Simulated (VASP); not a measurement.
Write the native input for VASP 6.6.1 that does the following.

| Property | Result |
| --- | --- |
| Task | single point |
| Functional | r2SCAN |
| Potentials or basis | VASP PAW PBE potentials, release 64 (Al, P) |
| Cutoff | 550 eV |
| k mesh | 4 × 4 × 4 |
| Occupations | gaussian, width 0.01 eV |
| Spin | no spin polarisation |
| Dipole correction | no |
| Further INCAR settings | ALGO = Normal; EDIFF = 1e-06; NBANDS = 11 |

The system is AlP.

```
CELL_PARAMETERS angstrom
0.00000 2.73926 2.73926
2.73926 0.00000 2.73926
2.73926 2.73926 0.00000
ATOMIC_POSITIONS crystal
Al 0.00000 0.00000 0.00000
P 0.25000 0.25000 0.25000
```

The input as run:

POSCAR

```
AlP
1.0
    0.0000000000      2.7392572069      2.7392572069
    2.7392572069      0.0000000000      2.7392572069
    2.7392572069      2.7392572069      0.0000000000
Al P
1 1
Direct
    0.0000000000      0.0000000000      0.0000000000
    0.2500000000      0.2500000000      0.2500000000
```

INCAR.step1

```
PREC     = Accurate       # precision mode
ENCUT    = 550            # plane-wave cutoff, eV
ISMEAR   = 0              # smearing method
SIGMA    = 0.01           # smearing width, eV
LREAL    = F              # projectors in reciprocal space
LASPH    = T              # aspherical terms in the spheres
NELM     = 120            # most SCF steps
NBANDS   = 11             # bands
GGA      = PE             # functional
ALGO     = Normal         # electronic algorithm
EDIFF    = 1E-5           # SCF threshold, eV
LWAVE    = T              # write WAVECAR
LCHARG   = F              # write CHGCAR
GGA_COMPAT= F
```

INCAR.step2

```
PREC     = Accurate       # precision mode
ENCUT    = 550            # plane-wave cutoff, eV
EDIFF    = 1E-6           # SCF threshold, eV
ISMEAR   = 0              # smearing method
SIGMA    = 0.01           # smearing width, eV
LREAL    = F              # projectors in reciprocal space
LASPH    = T              # aspherical terms in the spheres
NELM     = 120            # most SCF steps
ALGO     = Normal         # electronic algorithm
ISIF     = 2              # what is computed and relaxed
LWAVE    = F              # write WAVECAR
LCHARG   = F              # write CHGCAR
METAGGA  = R2SCAN         # meta-GGA
LMIXTAU  = T            
NBANDS   = 11             # bands
ISTART   = 1            
GGA_COMPAT= F
```

KPOINTS

```
regular mesh
0
Gamma
  4 4 4
```

Potentials or basis: VASP PAW PBE potentials, release 64 (Al, P).

Run with:

```bash
$ cat potpaw_PBE.64/Al/POTCAR potpaw_PBE.64/P/POTCAR > POTCAR
$ cp INCAR.step1 INCAR
$ mpirun -np 1 vasp_std > vasp.out
$ cp INCAR.step2 INCAR
$ mpirun -np 1 vasp_std > vasp.out
```

Results of the run:

```json
{
  "Pressure": "0.1 GPa",
  "Band gap on the k mesh": "1.91 eV, indirect (least direct gap 3.91 eV)"
}
```

Caveat: the k points lie up to 0.50 Å⁻¹ apart; the PAW data sets were made with another functional, which shifts forces and pressure a little.

It took 40 s on 1 thread of Intel Xeon 8259CL, with other jobs on the host, peak memory 0.16 GiB.
